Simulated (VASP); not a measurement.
Set up this calculation in VASP 6.6.1, as the native input.

| Property | Result |
| --- | --- |
| Task | relaxation of cell and atoms |
| Functional | PBEsol |
| Potentials or basis | VASP PAW PBE potentials, release 64 (Li_sv, Br) |
| Cutoff | 750 eV |
| k mesh | 5 × 5 × 5 |
| Occupations | gaussian, width 0.01 eV |
| Spin | no spin polarisation |
| Dipole correction | no |
| Further INCAR settings | ALGO = Normal; EDIFF = 1e-07; IBRION = 2; EDIFFG = -0.02; NSW = 60; ISIF = 3 |

The structure of LiBr lies in POSCAR:

```
LiBr
1.0
    0.0000000000      2.7506500000      2.7506500000
    2.7506500000      0.0000000000      2.7506500000
    2.7506500000      2.7506500000      0.0000000000
Li Br
1 1
Direct
    0.0000000000      0.0000000000      0.0000000000
    0.5000000000      0.5000000000      0.5000000000
```

These files were run (other wordings do the same):

INCAR

```
PREC     = Accurate       # precision mode
ENCUT    = 750            # plane-wave cutoff, eV
EDIFF    = 1E-7           # SCF threshold, eV
ISMEAR   = 0              # smearing method
SIGMA    = 0.01           # smearing width, eV
LREAL    = False          # projectors in reciprocal space
LASPH    = True           # aspherical terms in the spheres
NELM     = 120            # most SCF steps
ALGO     = Normal         # electronic algorithm
ISIF     = 3              # what is computed and relaxed
LWAVE    = False          # write WAVECAR
LCHARG   = False          # write CHGCAR
GGA      = PS             # functional
IBRION   = 2              # ionic algorithm
NSW      = 60             # ionic steps
EDIFFG   = -0.02          # ionic threshold
GGA_COMPAT= False        
NELMIN   = 4
```

KPOINTS

```
regular mesh
0
Gamma
  5 5 5
```

Potentials or basis: VASP PAW PBE potentials, release 64 (Li_sv, Br).

Launch:

```bash
$ cat potpaw_PBE.64/Li_sv/POTCAR potpaw_PBE.64/Br/POTCAR > POTCAR
$ mpirun -np 1 vasp_std > vasp.out
```

It gave:

| Item | Value |
| --- | --- |
| Relaxed volume | 19.84 Å³/atom |
| Relaxed cell | a = 3.828 Å, b = 3.828 Å, c = 3.828 Å, α = 60.00°, β = 60.00°, γ = 60.00° |
| Space group after relaxing (to 0.05 Å) | Fm-3m (No. 225) |
| Energy gained by relaxing | 4.1 meV/atom |
| Ionic steps | 3 |
| Pressure after relaxing | 0.0 GPa |
| Band gap on the k mesh | 4.98 eV, direct |

Caveat: the PAW data sets were made with another functional, which shifts forces and pressure a little.

It took 28 s on 1 thread of Intel Xeon 8259CL, on a shared host, peak memory 0.2 GiB.
